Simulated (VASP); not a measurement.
# Ir in VASP: notebook

Runs on Ir. Level: PBE. Tasks: single point.

All numbers are computed with VASP 6.6.1; they aren't measurements. Logs are shortened: lines on timing, memory, paths and dates and some standing lists are left out, and cuts for length are marked.

## (1) The cell of the first run

The cell holds a slab with vacuum, 6 atoms: a = 2.715 Å, b = 2.715 Å, c = 29.598 Å, α = 90.00°, β = 90.00°, γ = 90.00°.

## (2) Single point, PBE

The input, INCAR:

```
ALGO = Normal
DIPOL = 0.5 0.5 0.501
EDIFF = 1E-6
ENCUT = 520
GGA = PE
IDIPOL = 3
ISIF = 2
ISMEAR = 0
LASPH = T
LCHARG = F
LDIPOL = T
LREAL = F
LWAVE = F
NBANDS = 36
NELM = 60
PREC = Accurate
SIGMA = 0.1
```

The input, KPOINTS:

```
k-points
0
Gamma
  9 9 1
```

The input, POSCAR:

```
Ir
1.0
    2.7148657800      0.0000000000      0.0000000000
    0.0000000000      2.7148657800      0.0000000000
    0.0000000000      0.0000000000     29.5984999780
Ir
6
Direct
    0.5000000000      0.5000000000      0.3378549591
    0.0000000000      0.0000000000      0.4027129773
    0.5000000000      0.5000000000      0.4675709956
    0.0000000000      0.0000000000      0.5337246094
    0.5000000000      0.5000000000      0.5997280407
    0.0000000000      0.0000000000      0.6620752974
```

Potentials or basis: VASP PAW PBE potentials, release 64 (Ir).

Started as:

```
cat potpaw_PBE.64/Ir/POTCAR > POTCAR
mpirun -np 1 vasp_std > vasp.out
```

OUTCAR:

```text
EDIFF = 1E-6
   ENCUT = 520
   GGA = PE
   ISIF = 2
   ISMEAR = 0
   LASPH = T
   LREAL = F
   NELM = 60
   PREC = Accurate

 ion  position               nearest neighbor table
   1  0.500  0.500  0.338-   2 2.71   2 2.71   2 2.71   2 2.71
   2  0.000  0.000  0.403-   1 2.71   1 2.71   1 2.71   1 2.71   3 2.71   3 2.71   3 2.71   3 2.71

   3  0.500  0.500  0.468-   2 2.71   2 2.71   2 2.71   2 2.71   4 2.74   4 2.74   4 2.74   4 2.74

   4  0.000  0.000  0.534-   5 2.74   5 2.74   5 2.74   5 2.74   3 2.74   3 2.74   3 2.74   3 2.74

   5  0.500  0.500  0.600-   6 2.66   6 2.66   6 2.66   6 2.66   4 2.74   4 2.74   4 2.74   4 2.74

   6  0.000  0.000  0.662-   5 2.66   5 2.66   5 2.66   5 2.66

  LATTYP: Found a simple tetragonal cell.
 ALAT       =     2.7148657800
 C/A-ratio  =    10.9023805877

  Lattice vectors:

 A1 = (   2.7148657800,   0.0000000000,   0.0000000000)
 A2 = (   0.0000000000,   2.7148657800,   0.0000000000)
 A3 = (   0.0000000000,   0.0000000000,  29.5984999780)

Analysis of symmetry for initial positions (statically):
=====================================================================
 Subroutine PRICEL returns:
 Original cell was already a primitive cell.

 Routine SETGRP: Setting up the symmetry group for a
 simple tetragonal supercell.

 Subroutine GETGRP returns: Found  8 space group operations
 (whereof  8 operations were pure point group operations)
 out of a pool of 16 trial point group operations.

The static configuration has the point symmetry C_4v.

Analysis of symmetry for dynamics (positions and initial velocities):
=====================================================================
 Subroutine PRICEL returns:
 Original cell was already a primitive cell.

 Routine SETGRP: Setting up the symmetry group for a
 simple tetragonal supercell.

 Subroutine GETGRP returns: Found  8 space group operations
 (whereof  8 operations were pure point group operations)
 out of a pool of 16 trial point group operations.

The dynamic configuration has the point symmetry C_4v.

 Subroutine INISYM returns: Found  8 space group operations
 (whereof  8 operations are pure point group operations),
 and found     1 'primitive' translations

----------------------------------------------------------------------------------------

                                     Primitive cell

  volume of cell :     218.1556

  direct lattice vectors                    reciprocal lattice vectors
     2.714865780  0.000000000  0.000000000     0.368342335  0.000000000  0.000000000
     0.000000000  2.714865780  0.000000000     0.000000000  0.368342335  0.000000000
     0.000000000  0.000000000 29.598499978     0.000000000  0.000000000  0.033785496

  length of vectors
     2.714865780  2.714865780 29.598499978     0.368342335  0.368342335  0.033785496

  position of ions in fractional coordinates (direct lattice)
     0.500000000  0.500000000  0.337854959
     0.000000000  0.000000000  0.402712977
     0.500000000  0.500000000  0.467570996
     0.000000000  0.000000000  0.533724609
     0.500000000  0.500000000  0.599728041
     0.000000000  0.000000000  0.662075297

  ion indices of the primitive-cell ions
   primitive index   ion index
                 1           1
                 2           2
                 3           3
                 4           4
                 5           5
                 6           6

----------------------------------------------------------------------------------------

 KPOINTS: k-points

Automatic generation of k-mesh.
 Grid dimensions read from file:
 generate k-points for:    9    9    1

 Generating k-lattice:

  Cartesian coordinates                     Fractional coordinates (reciprocal lattice)
     0.040926926  0.000000000  0.000000000     0.111111111  0.000000000  0.000000000
     0.000000000  0.040926926  0.000000000     0.000000000  0.111111111  0.000000000
     0.000000000  0.000000000  0.033785496     0.000000000  0.000000000  1.000000000

  Length of vectors
     0.040926926  0.040926926  0.033785496

  Shift w.r.t. Gamma in fractional coordinates (k-lattice)
     0.000000000  0.000000000  0.000000000

 Subroutine IBZKPT returns following result:
 ===========================================

 Found     15 irreducible k-points:

 Following reciprocal coordinates:
            Coordinates               Weight
  0.000000  0.000000  0.000000      1.000000
  0.111111  0.000000  0.000000      4.000000
  0.222222  0.000000  0.000000      4.000000
  0.333333  0.000000  0.000000      4.000000
  0.444444  0.000000  0.000000      4.000000
  0.111111  0.111111  0.000000      4.000000
  0.222222  0.111111  0.000000      8.000000
  0.333333  0.111111  0.000000      8.000000
  0.444444  0.111111  0.000000      8.000000
  0.222222  0.222222  0.000000      4.000000
  0.333333  0.222222  0.000000      8.000000
  0.444444  0.222222  0.000000      8.000000
  0.333333  0.333333  0.000000      4.000000
  0.444444  0.333333  0.000000      8.000000
  0.444444  0.444444  0.000000      4.000000
   k-points           NKPTS =     15   k-points in BZ     NKDIM =     15   number of bands    NBANDS=     36
   number of dos      NEDOS =    301   number of ions     NIONS =      6
   total plane-waves  NPLWV =  89600
   dimension x,y,z NGX =    20 NGY =   20 NGZ =  224
   dimension x,y,z NGXF=    40 NGYF=   40 NGZF=  448
   ions per type =               6
   NGX,Y,Z   is equivalent  to a cutoff of  12.25, 12.25, 12.58 a.u.
   NGXF,Y,Z  is equivalent  to a cutoff of  24.49, 24.49, 25.16 a.u.
 SYSTEM =  unknown system
   PREC   = accura    normal or accurate (medium, high low for compatibility)
   ISTART =      0    job   : 0-new  1-cont  2-samecut
   ICHARG =      2    charge: 1-file 2-atom 10-const
   ISPIN  =      1    spin polarized calculation?
   LNONCOLLINEAR =      F non collinear calculations
   LSORBIT =      F    spin-orbit coupling
   LASPH  =      T    aspherical Exc in radial PAW
   ENCUT  =  520.0 eV  38.22 Ry    6.18 a.u.   5.05  5.05 55.03*2*pi/ulx,y,z
   NELM   =     60;   NELMIN=  2; NELMDL= -5     # of ELM steps
   EDIFF  = 0.1E-05   stopping-criterion for ELM
   LREAL  =      F    real-space projection
   EDIFFG = 0.1E-04   stopping-criterion for IOM
   NSW    =      0    number of steps for IOM
   IBRION =     -1    ionic relax: 0-MD 1-quasi-New 2-CG
   NFREE  =      0    steps in history (QN), initial steepest desc. (CG)
   ISIF   =      2    stress and relaxation
   ISYM   =      2    0-nonsym 1-usesym 2-fastsym
   POTIM  = 0.5000    time-step for ionic-motion
   TEBEG  =    0.0;   TEEND  =   0.0 temperature during run
   PSTRESS=    0.0 pullay stress
   NELECT =      54.0000    total number of electrons
   NUPDOWN=      -1.0000    fix difference up-down
   EMIN   =  10.00;   EMAX   =-10.00  energy-range for DOS
   EFERMI =   0.00;   METHOD = LEGACY
   ISMEAR =     0;   SIGMA  =   0.10  broadening in eV -4-tet -1-fermi 0-gaus
   EFERMI_NEDOS =   21; number of points for ismear=-14 and -15
   IALGO  =     38    algorithm
   IMIX   =      4    mixing-type and parameters
     AMIX     =   0.40;   BMIX     =  1.00
     AMIX_MAG =   1.60;   BMIX_MAG =  1.00
  volume/ion in A,a.u.               =      36.36       245.36
  Fermi-wavevector in a.u.,A,eV,Ry     =   1.027899  1.942448 14.375605  1.056577
  Thomas-Fermi vector in A             =   2.161868
   LORBIT       =      0    0 simple, 1 ext, 2 COOP (PROOUT), +10 PAW based schemes
   GGA     = PE    functional components
   LHFCALC =     F    Hartree Fock is set to
   AEXX    =    0.0000 exact exchange contribution
   IVDW    =     0    specifies the selected vdW correction
   LEPSILON=     F    determine dielectric tensor
   LRPA    =     F    only Hartree local field effects (RPA)
 non-spin polarized calculation
 Gauss-broadening in eV      SIGMA  =   0.10
  energy-cutoff  :      520.00
  volume of cell :      218.16
 maximum number of plane-waves:      5919
   NGX = 11   NGY = 11   NGZ =111

 dipolmoment           0.000000      0.000000     -0.002912 electrons x Angstroem

 number of electron      53.9999989 magnetization

 dipolmoment           0.000000      0.000000      0.008106 electrons x Angstroem

 Free energy of the ion-electron system (eV)
  ---------------------------------------------------
  ext. energy  EPLUGINS =         0.00000000
  ---------------------------------------------------
  free energy    TOTEN  =       -50.46300428 eV

  energy without entropy =      -50.43868298  energy(sigma->0) =      -50.45084363

 E-fermi :   0.6176     XC(G=0):  -6.1275

 val. band max:        0.6078427691   @ k =   0.3333   0.1111   0.0000
 cond. band min:       0.6247167126   @ k =   0.3333   0.3333   0.0000
 fundamental gap:      0.0168739435
 Fermi energy:         0.6176304286

 k-point     1 :       0.0000    0.0000    0.0000
  band No.  band energies     occupation
      1      -9.9459      2.00000
      2      -8.9742      2.00000
      3      -7.5615      2.00000
      4      -6.9756      2.00000
      5      -6.3808      2.00000
      6      -6.3648      2.00000
[... 28 lines left out ...]
     35       1.9474      0.00000
     36       1.9474      0.00000

 k-point     2 :       0.1111    0.0000    0.0000
  band No.  band energies     occupation
      1      -9.5984      2.00000
      2      -8.6641      2.00000
      3      -7.3014      2.00000
      4      -6.7161      2.00000
      5      -6.1453      2.00000
      6      -6.0996      2.00000
[... 28 lines left out ...]
     35       1.9839      0.00000
     36       3.0180      0.00000
[... 466 lines left out ...]
     35       6.5032      0.00000
     36       6.8098      0.00000

 k-point    15 :       0.4444    0.4444    0.0000
  band No.  band energies     occupation
      1      -6.7631      2.00000
      2      -6.6907      2.00000
      3      -6.2393      2.00000
      4      -6.2048      2.00000
      5      -6.0724      2.00000
      6      -5.9651      2.00000
[... 28 lines left out ...]
     35       6.8502      0.00000
     36       7.8998      0.00000

------------------------ aborting loop because EDIFF is reached ----------------------------------------

 vacuum level on the upper side and lower side of the slab       (xc-potential included)         0.089        -0.106

  FORCE on cell =-STRESS in cart. coord.  units (eV):
  Direction    XX          YY          ZZ          XY          YZ          ZX
  --------------------------------------------------------------------------------------
  -------------------------------------------------------------------------------------
  Total       -0.4476981     -0.4476981     -0.8843909      0.0000000      0.0000000      0.0000000
  in kB       -3.2879816     -3.2879816     -6.4951387      0.0000000      0.0000000      0.0000000
  external PRESSURE =      -4.3570339 kB  Pullay stress =       0.0000000 kB

 VOLUME and BASIS-vectors are now :
 -----------------------------------------------------------------------------
  energy-cutoff  :      520.00
  volume of cell :      218.16
      direct lattice vectors                 reciprocal lattice vectors
     2.714865780  0.000000000  0.000000000     0.368342335  0.000000000  0.000000000
     0.000000000  2.714865780  0.000000000     0.000000000  0.368342335  0.000000000
     0.000000000  0.000000000 29.598499978     0.000000000  0.000000000  0.033785496

 POSITION                                       TOTAL-FORCE (eV/Angst)
 -----------------------------------------------------------------------------------
      1.35743      1.35743     10.00000        -0.000000      0.000000      0.676080
      0.00000      0.00000     11.91970         0.000000      0.000000     -0.897523
      1.35743      1.35743     13.83940         0.000000      0.000000      0.194734
      0.00000      0.00000     15.79745         0.000000      0.000000     -0.002159
      1.35743      1.35743     17.75105         0.000000     -0.000000     -0.017639
      0.00000      0.00000     19.59644         0.000000      0.000000      0.046506
 -----------------------------------------------------------------------------------
    total drift:                               -0.000000     -0.000000      0.001169

  FREE ENERGIE OF THE ION-ELECTRON SYSTEM (eV)
  ---------------------------------------------------
  free  energy   TOTEN  =       -50.4630042818 eV

  energy  without entropy=      -50.4386829828  energy(sigma->0) =      -50.45084363

 vacuum level on the upper side and lower side of the slab         6.172         5.976
```

Run time: 4.1 min. Hardware: 1 thread of Intel Xeon Platinum 8488C (Sapphire Rapids), shared host; peak memory 0.32 GiB.

What came out:

```
Free energy            : -50.4630 eV
Largest force          : 0.898 eV/Å
Band gap on the k mesh : zero (bands 27 and 28 overlap by 2.00 eV)
```

Forces in eV/Å, atoms in the order of the input:
```
Ir   0.000  0.000  0.676
Ir   0.000  0.000 -0.898
Ir   0.000  0.000  0.195
Ir   0.000  0.000 -0.002
Ir   0.000  0.000 -0.018
Ir   0.000  0.000  0.047
```

Caveat: spin-orbit coupling is left out, which moves the levels of the heavy elements.

## (3) Single point, PBE

The input, INCAR:

```
PREC = Accurate
ENCUT = 520
EDIFF = 1E-6
ISMEAR = 0
SIGMA = 0.1
LREAL = F
LASPH = T
NELM = 100
ALGO = Normal
ISIF = 2
LWAVE = F
LCHARG = F
LDIPOL = T
IDIPOL = 3
DIPOL = 0.5 0.5 0.501
GGA = PE
NBANDS = 36
```

The input, KPOINTS:

```
Automatic mesh
0
Gamma
  18 18 1
```

POSCAR is that of step 2.

Potentials or basis: VASP PAW PBE potentials, release 64 (Ir).

Started as:

```
cat potpaw_PBE.64/Ir/POTCAR > POTCAR
mpirun -np 1 vasp_std > vasp.out
```

Run time: 13 min. Hardware: 1 thread of Intel Xeon Platinum 8488C (Sapphire Rapids), shared host; peak memory 0.48 GiB.

Results (log left out):

```yaml
Free_energy: -50.4662 eV
Largest_force: 0.868 eV/Å
Band_gap_on_the_k_mesh: zero (bands 27 and 28 overlap by 2.30 eV)
```

Forces on the atoms (eV/Å):
```
Ir   0.000  0.000  0.607
Ir   0.000  0.000 -0.868
Ir   0.000  0.000  0.140
Ir   0.000  0.000  0.058
Ir   0.000  0.000 -0.028
Ir   0.000  0.000  0.091
```

Levels at points of the mesh, in eV from the Fermi level:
```
           k point  band 25  band 26  band 27  band 28  band 29  band 30
(0.00, 0.00, 0.00)    -0.72    -0.63    -0.63    -0.14     0.43     0.58
(0.50, 0.00, 0.00)    -0.46    -0.38     0.34     0.35     0.82     0.84
(0.50, 0.50, 0.00)     1.43     1.51     1.52     1.60     2.17     2.27
```

Caveat: spin-orbit coupling is left out, which moves the levels of the heavy elements.

The gap in the log of VASP goes by the Fermi energy; the results here count the filled bands.